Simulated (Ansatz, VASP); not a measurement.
## Two plane-wave programs on HfB3

File INCAR:

```
SYSTEM = HfB3
ALGO = Normal
EDIFF = 1E-6
EDIFFG = -0.01
ENCUT = 600
GGA = PE
IBRION = 2
ISIF = 3
ISMEAR = 0
LASPH = .True.
LCHARG = .False.
LREAL = .False.
LWAVE = .False.
NELM = 100
NSW = 100
PREC = Accurate
SIGMA = 0.1
```

Contents of KPOINTS:

```
k-points
0
Gamma
  12 12 10
  0 0 0
```

The input POSCAR:

```
HfB3
1.0
    3.9956022264      0.0000000000      0.0000000000
   -1.9978011132      3.4602930315      0.0000000000
    0.0000000000      0.0000000000      4.6971649954
Hf B
1 3
Direct
    0.0000000000      0.0000000000      0.5000000000
    0.3333333333      0.6666666667      0.5000000000
    0.6666666667      0.3333333333      0.5000000000
    0.0000000000      0.0000000000      0.0000000000
```

Input for Ansatz:

```yaml
crystal:
  lattice:
    - [3.9956022264, 0.0, 0.0]
    - [-1.9978011132, 3.4602930315, 0.0]
    - [0.0, 0.0, 4.6971649954]
  atoms:
    - { symbol: Hf, position: [0.0, 0.0, 0.5] }
    - { symbol: B, position: [0.3333333333, 0.6666666667, 0.5] }
    - { symbol: B, position: [0.6666666667, 0.3333333333, 0.5] }
    - { symbol: B, position: [0.0, 0.0, 0.0] }
basis:
  ecutwfc: 420
kpoints:
  mp_grid: { grid: [12, 12, 10] }
hamiltonian:
  xc: pbe
scf:
  occupations: { method: gaussian, width: 0.1 }
output:
  forces: true
  stress: true
  eigenvalues: true
relax:
  adjacent_minimum: "off"
  f_tol: 0.01
  max_steps: 80
  cell: { stress_tol: 0.05 }
```

Alike in both runs: task relaxation of cell and atoms; functional PBE; k mesh 12 × 12 × 10; occupations gaussian, width 0.1 eV; no spin polarisation.

|  | VASP | Ansatz |
| --- | --- | --- |
| version | VASP 6.6.1 | Ansatz 0.2.0 |
| potentials or method | VASP PAW PBE potentials, release 64 (Hf_pv, B), cutoff 600 eV | scalar-relativistic, plane waves, PAW |
| valence electrons in the cell | 19 | 35 |

|  | VASP | Ansatz | Ansatz less VASP |
| --- | --- | --- | --- |
| gap on the k mesh at the Fermi level, each at its own relaxed structure (eV) | none | none | - |
| relaxed volume (Å³/atom) | 16.10 | 15.98 | -0.126 |
| relaxed cell length with the largest relative difference (Å) | 4.643 | 4.623 | -0.0206 |

A gap of «none» marks a metal or a gap that the smearing closes. VASP's potentials hold 19 valence electrons a cell and Ansatz's 35, so a difference there can come from the potentials and not from the codes.

Neither program's run includes spin-orbit coupling.
